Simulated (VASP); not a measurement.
A run of VASP 6.6.1:

File INCAR:

```
  PREC = Accurate
  ENCUT = 520
  EDIFF = 1E-6
  ISMEAR = 0
  SIGMA = 0.1
  LREAL = False
  LASPH = True
  NELM = 60
  ALGO = Normal
  ISIF = 2
  LWAVE = False
  LCHARG = False
  GGA = PE
  NBANDS = 14
```

File KPOINTS:

```
regular mesh
0
Gamma
  12 12 10
```

File POSCAR:

```
AlH6
1.0
    3.8418506119      0.0000000000      0.0000000000
   -1.9209253060      3.3271402275      0.0000000000
    0.0000000000      0.0000000000      3.7162088509
Al H
1 6
Direct
    0.0000000000      0.0000000000      0.0000000000
    0.5094295389      0.4905704611      0.0000000000
    0.5094295389      0.0188590778      0.0000000000
    0.9811409222      0.4905704611      0.0000000000
    0.0000000000      0.0000000000      0.5000000000
    0.3333333333      0.6666666667      0.3989252479
    0.3333333333      0.6666666667      0.6010747521
```

Potentials or basis: VASP PAW PBE potentials, release 64 (Al, H).

Command:

```bash
$ cat potpaw_PBE.64/Al/POTCAR potpaw_PBE.64/H/POTCAR > POTCAR
$ mpirun -np 1 vasp_std > vasp.out
```

Hardware: 1 thread of Intel(R) Xeon(R) Platinum 8488C (Sapphire Rapids), on a shared host.

**Question.** How long does it take, and how much memory?

**Answer.** It took 48 s on 1 thread of Intel(R) Xeon(R) Platinum 8488C (Sapphire Rapids) (shared host), peak memory 0.2 GiB. Counts: scf iterations 13, k points 114.
